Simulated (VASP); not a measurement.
# Si4C11 in VASP: notebook

Runs on Si4C11. Level: PBE. Tasks: single point.

Program: VASP 6.6.1. These are calculated values, not measurements. Logs are shortened: lines on timing, memory, paths and dates and some standing lists are left out, and cuts for length are marked.

## 1. The cell of the first run

The cell holds an amorphous packing of atoms, 15 atoms: a = 5.571 Å, b = 5.478 Å, c = 5.585 Å, α = 91.93°, β = 88.57°, γ = 86.53°.

## 2. Single point, PBE

INCAR

```
PREC     = Accurate       # precision mode
ENCUT    = 520            # plane-wave cutoff, eV
EDIFF    = 1E-6           # SCF threshold, eV
ISMEAR   = -1             # smearing method
SIGMA    = 0.3447         # smearing width, eV
LREAL    = Auto         
LASPH    = T              # aspherical terms in the spheres
NELM     = 100            # most SCF steps
ALGO     = Normal         # electronic algorithm
ISIF     = 2              # what is computed and relaxed
LWAVE    = F              # write WAVECAR
LCHARG   = F              # write CHGCAR
GGA      = PE             # functional
ISYM     = 0            
NBANDS   = 43             # bands
```

KPOINTS

```
Automatic mesh
0
Gamma
  1 1 1
  0.25 0.25 0.25
```

POSCAR

```
Si4C11
1.0
    5.5684850000      0.1677970000      0.0711490000
    0.1677970000      5.4749150000     -0.0943290000
    0.0711490000     -0.0943290000      5.5837510000
C Si
11 4
Direct
    0.0898373924     -0.1032801204      0.3175859470
    0.9643402588      0.2037268483     -0.3255565112
    0.8437111189      0.2429419911      0.9549867594
    0.2399969943      0.7310964051      0.4492621621
    0.6467884326      0.5385027797      0.2326549086
    0.5908557682      0.2141371250      0.0401825840
    0.0755699765      0.0967046202      0.1851603558
    0.5108831320      0.4445902317      0.0161497044
   -0.4386135509      0.6729879893      0.4465222750
    0.5069192888      1.1070879797     -0.2910862785
    0.6504823018     -0.0215689783     -0.1149099853
    1.1757592394      0.4690752325      0.2410700806
    0.2844110506      0.3514553611      0.7501886941
    0.9677048101     -0.1245981085      0.7850492537
    0.6436201926      1.0347518578      0.4266026861
```

Potentials or basis: VASP PAW PBE potentials, release 64 (C, Si).

Run with:

```
$ cat potpaw_PBE.64/C/POTCAR potpaw_PBE.64/Si/POTCAR > POTCAR
$ mpirun -np 1 vasp_std > vasp.out
```

OUTCAR:

```text
PREC = Accurate
   ENCUT = 520
   EDIFF = 1E-6
   ISMEAR = -1
   LREAL = Auto
   LASPH = T
   NELM = 100
   ISIF = 2
   GGA = PE
   ISYM = 0

 ion  position               nearest neighbor table
   1  0.090  0.897  0.318-   7 1.34   4 1.43  12 2.38  15 2.61
   2  0.964  0.204  0.674-   3 1.69  14 1.92  13 2.05  15 2.49
   3  0.844  0.243  0.955-   6 1.49   2 1.69  11 1.89   7 2.00  14 2.26
   4  0.240  0.731  0.449-   1 1.43   9 1.80  12 1.87  14 2.46
   5  0.647  0.539  0.233-   9 1.44   8 1.53
   6  0.591  0.214  0.040-   8 1.33   3 1.49  11 1.54  10 2.00  15 2.42  13 2.48
   7  0.076  0.097  0.185-   1 1.34   3 2.00  12 2.16  14 2.61
   8  0.511  0.445  0.016-   6 1.33   5 1.53  13 2.04  12 2.22
   9  0.561  0.673  0.447-   5 1.44   4 1.80  15 2.07
  10  0.507  0.107  0.709-  11 1.46  15 1.76  13 1.77   6 2.00
  11  0.650  0.978  0.885-  10 1.46   6 1.54  14 1.89   3 1.89  15 2.59
  12  0.176  0.469  0.241-   4 1.87   7 2.16   8 2.22   1 2.38  13 2.84  13 3.00
  13  0.284  0.351  0.750-  10 1.77   8 2.04   2 2.05   6 2.48  12 2.84  12 3.00  15 3.08
  14  0.968  0.875  0.785-  11 1.89   2 1.92   3 2.26   4 2.46   7 2.61  15 2.85
  15  0.644  0.035  0.427-  10 1.76   9 2.07   6 2.42   2 2.49  11 2.59   1 2.61  14 2.85  13 3.08

IMPORTANT INFORMATION: All symmetrisations will be switched off!
NOSYMM: (Re-)initialisation of all symmetry stuff for point group C_1.

----------------------------------------------------------------------------------------

                                     Primitive cell

  volume of cell :     169.9950

  direct lattice vectors                    reciprocal lattice vectors
     5.568485000  0.167797000  0.071149000     0.179779798 -0.005551035 -0.002384558
     0.167797000  5.474915000 -0.094329000    -0.005551035  0.182875815  0.003160142
     0.071149000 -0.094329000  5.583751000    -0.002384558  0.003160142  0.179174851

  length of vectors
     5.571466881  5.478297915  5.585000928     0.179881282  0.182987333  0.179218581

  position of ions in fractional coordinates (direct lattice)
     0.089837392  0.896719880  0.317585947
     0.964340259  0.203726848  0.674443489
     0.843711119  0.242941991  0.954986759
     0.239996994  0.731096405  0.449262162
     0.646788433  0.538502780  0.232654909
     0.590855768  0.214137125  0.040182584
     0.075569976  0.096704620  0.185160356
     0.510883132  0.444590232  0.016149704
     0.561386449  0.672987989  0.446522275
     0.506919289  0.107087980  0.708913721
     0.650482302  0.978431022  0.885090015
     0.175759239  0.469075233  0.241070081
     0.284411051  0.351455361  0.750188694
     0.967704810  0.875401891  0.785049254
     0.643620193  0.034751858  0.426602686

  ion indices of the primitive-cell ions
   primitive index   ion index
                 1           1
                 2           2
                 3           3
                 4           4
                 5           5
                 6           6
                 7           7
                 8           8
                 9           9
                10          10
                11          11
                12          12
                13          13
                14          14
                15          15

----------------------------------------------------------------------------------------

 KPOINTS: Automatic mesh

Automatic generation of k-mesh.
 Grid dimensions read from file:
 generate k-points for:    1    1    1

 Generating k-lattice:

  Cartesian coordinates                     Fractional coordinates (reciprocal lattice)
     0.179779798 -0.005551035 -0.002384558     1.000000000  0.000000000  0.000000000
    -0.005551035  0.182875815  0.003160142    -0.000000000  1.000000000  0.000000000
    -0.002384558  0.003160142  0.179174851     0.000000000  0.000000000  1.000000000

  Length of vectors
     0.179881282  0.182987333  0.179218581

  Shift w.r.t. Gamma in fractional coordinates (k-lattice)
     0.250000000  0.250000000  0.250000000

 Subroutine IBZKPT returns following result:
 ===========================================

 Found      1 irreducible k-points:

 Following reciprocal coordinates:
            Coordinates               Weight
  0.250000  0.250000  0.250000      2.000000
   k-points           NKPTS =      1   k-points in BZ     NKDIM =      1   number of bands    NBANDS=     43
   number of dos      NEDOS =    301   number of ions     NIONS =     15
   total plane-waves  NPLWV =  74088
   dimension x,y,z NGX =    42 NGY =   42 NGZ =   42
   dimension x,y,z NGXF=    84 NGYF=   84 NGZF=   84
   ions per type =              11   4
   NGX,Y,Z   is equivalent  to a cutoff of  12.53, 12.75, 12.50 a.u.
   NGXF,Y,Z  is equivalent  to a cutoff of  25.06, 25.49, 25.00 a.u.
 SYSTEM =  unknown system
   PREC   = accura    normal or accurate (medium, high low for compatibility)
   ISTART =      0    job   : 0-new  1-cont  2-samecut
   ICHARG =      2    charge: 1-file 2-atom 10-const
   ISPIN  =      1    spin polarized calculation?
   LNONCOLLINEAR =      F non collinear calculations
   LSORBIT =      F    spin-orbit coupling
   LASPH  =      T    aspherical Exc in radial PAW
   ENCUT  =  520.0 eV  38.22 Ry    6.18 a.u.  10.36 10.19 10.38*2*pi/ulx,y,z
   NELM   =    100;   NELMIN=  2; NELMDL= -5     # of ELM steps
   EDIFF  = 0.1E-05   stopping-criterion for ELM
   LREAL  =      T    real-space projection
   EDIFFG = 0.1E-04   stopping-criterion for IOM
   NSW    =      0    number of steps for IOM
   IBRION =     -1    ionic relax: 0-MD 1-quasi-New 2-CG
   NFREE  =      0    steps in history (QN), initial steepest desc. (CG)
   ISIF   =      2    stress and relaxation
   ISYM   =      0    0-nonsym 1-usesym 2-fastsym
   POTIM  = 0.5000    time-step for ionic-motion
   TEBEG  =    0.0;   TEEND  =   0.0 temperature during run
   PSTRESS=    0.0 pullay stress
   NELECT =      60.0000    total number of electrons
   NUPDOWN=      -1.0000    fix difference up-down
   EMIN   =  10.00;   EMAX   =-10.00  energy-range for DOS
   EFERMI =   0.00;   METHOD = LEGACY
   ISMEAR =    -1;   SIGMA  =   0.34  broadening in eV -4-tet -1-fermi 0-gaus
   EFERMI_NEDOS =   21; number of points for ismear=-14 and -15
   IALGO  =     38    algorithm
   IMIX   =      4    mixing-type and parameters
     AMIX     =   0.40;   BMIX     =  1.00
     AMIX_MAG =   1.60;   BMIX_MAG =  1.00
  volume/ion in A,a.u.               =      11.33        76.48
  Fermi-wavevector in a.u.,A,eV,Ry     =   1.156946  2.186312 18.211735  1.338525
  Thomas-Fermi vector in A             =   2.293562
   LORBIT       =      0    0 simple, 1 ext, 2 COOP (PROOUT), +10 PAW based schemes
   GGA     = PE    functional components
   LHFCALC =     F    Hartree Fock is set to
   AEXX    =    0.0000 exact exchange contribution
   IVDW    =     0    specifies the selected vdW correction
   LEPSILON=     F    determine dielectric tensor
   LRPA    =     F    only Hartree local field effects (RPA)
 non-spin polarized calculation
  energy-cutoff  :      520.00
  volume of cell :      169.99
 maximum number of plane-waves:      4584
 NGX is ok and might be reduce to    42
   NGX = 21   NGY = 21   NGZ = 21

 number of electron      60.0000001 magnetization

 Free energy of the ion-electron system (eV)
  ---------------------------------------------------
  ext. energy  EPLUGINS =         0.00000000
  ---------------------------------------------------
  free energy    TOTEN  =       -97.88375164 eV

  energy without entropy =      -96.16263661  energy(sigma->0) =      -97.02319412

 E-fermi :   5.6569     XC(G=0): -10.4296

 val. band max:        5.6113952543   @ k =   0.2500   0.2500   0.2500
 cond. band min:       5.8874291519   @ k =   0.2500   0.2500   0.2500
 fundamental gap:      0.2760338976
 Fermi energy:         5.6568926088

 k-point     1 :       0.2500    0.2500    0.2500
  band No.  band energies     occupation
      1     -13.6492      2.00000
      2     -10.7960      2.00000
      3     -10.2987      2.00000
      4      -8.4092      2.00000
      5      -8.1118      2.00000
      6      -6.9399      2.00000
[... 34 lines left out ...]
     41      10.0399      0.00001
     42      10.3901      0.00000
 [bands above 42 left out]

------------------------ aborting loop because EDIFF is reached ----------------------------------------

  FORCE on cell =-STRESS in cart. coord.  units (eV):
  Direction    XX          YY          ZZ          XY          YZ          ZX
  --------------------------------------------------------------------------------------
  -------------------------------------------------------------------------------------
  Total       -5.0169682     -2.4766331     -3.9035320     -2.7082488      5.7595492     -7.4667806
  in kB      -47.2841757    -23.3418969    -36.7902056    -25.5248397     54.2828901    -70.3732908
  external PRESSURE =     -35.8054261 kB  Pullay stress =       0.0000000 kB

 VOLUME and BASIS-vectors are now :
 -----------------------------------------------------------------------------
  energy-cutoff  :      520.00
  volume of cell :      169.99
      direct lattice vectors                 reciprocal lattice vectors
     5.568485000  0.167797000  0.071149000     0.179779798 -0.005551035 -0.002384558
     0.167797000  5.474915000 -0.094329000    -0.005551035  0.182875815  0.003160142
     0.071149000 -0.094329000  5.583751000    -0.002384558  0.003160142  0.179174851

 POSITION                                       TOTAL-FORCE (eV/Angst)
 -----------------------------------------------------------------------------------
      0.67332      4.89458      1.69513         0.786152      0.565068     -0.280544
      5.45208      1.21358      3.81532        -0.063567      0.518857      3.009372
      4.80690      1.38158      5.36952         3.322540     -1.937845     -0.448294
      1.49106      4.00058      2.45668         0.330887     -0.397616     -0.330980
      3.70854      3.03484      1.29431        -1.606301      2.592248      0.996017
      3.32896      1.26774      0.24621         5.086624     -7.200098      2.338170
      0.45021      0.52466      1.03014        -0.270187      1.972238     -1.379448
      2.92059      2.51829      0.08459        -3.598173      4.825595      2.174780
      3.27077      3.73663      2.46973        -0.240640      1.084313     -2.752407
      2.89118      0.60449      3.98436        -0.443382     -2.441889      0.319716
      3.84935      5.38249      4.89611        -3.832773      2.956799     -0.444130
      1.07457      2.57490      1.31433        -1.070344     -2.118023     -1.218881
      1.69609      1.90115      4.17595        -1.233214      1.189771     -0.154372
      5.59140      4.88108      4.36979         1.347804     -0.308108     -0.022597
      3.62017      0.25802      2.42456         1.484573     -1.301309     -1.806401
 -----------------------------------------------------------------------------------
    total drift:                                0.000439      0.005863     -0.005871

  FREE ENERGIE OF THE ION-ELECTRON SYSTEM (eV)
  ---------------------------------------------------
  free  energy   TOTEN  =       -97.8837516424 eV

  energy  without entropy=      -96.1626366070  energy(sigma->0) =      -97.02319412
```

It took 9.1 s on 1 thread of Intel Xeon 6975P-C (Granite Rapids), shared host; peak memory 0.24 GiB.

Results:

| Quantity | Value |
| --- | --- |
| Free energy | -97.8838 eV |
| Pressure | -3.6 GPa |
| Largest force | 9.120 eV/Å |
| Band gap on the k mesh | 0.28 eV |

Forces in eV/Å, atoms in the order of the input:
```
C    0.786  0.565 -0.281
C   -0.064  0.519  3.009
C    3.323 -1.938 -0.448
C    0.331 -0.398 -0.331
C   -1.606  2.592  0.996
C    5.087 -7.200  2.338
C   -0.270  1.972 -1.379
C   -3.598  4.826  2.175
C   -0.241  1.084 -2.752
C   -0.443 -2.442  0.320
C   -3.833  2.957 -0.444
Si  -1.070 -2.118 -1.219
Si  -1.233  1.190 -0.154
Si   1.348 -0.308 -0.023
Si   1.485 -1.301 -1.806
```

Levels at points of the mesh, in eV from the valence-band top:
```tsv
k point	band 26	band 27	band 28	band 29	band 30	band 31	band 32	band 33	band 34	band 35
(0.25, 0.25, 0.25)	-1.89	-1.57	-1.30	-0.85	0.00	0.28	0.57	1.16	1.61	2.01
```

Caveat: the k points lie up to 1.15 Å⁻¹ apart.

(Part 1 of 3 ends here.)
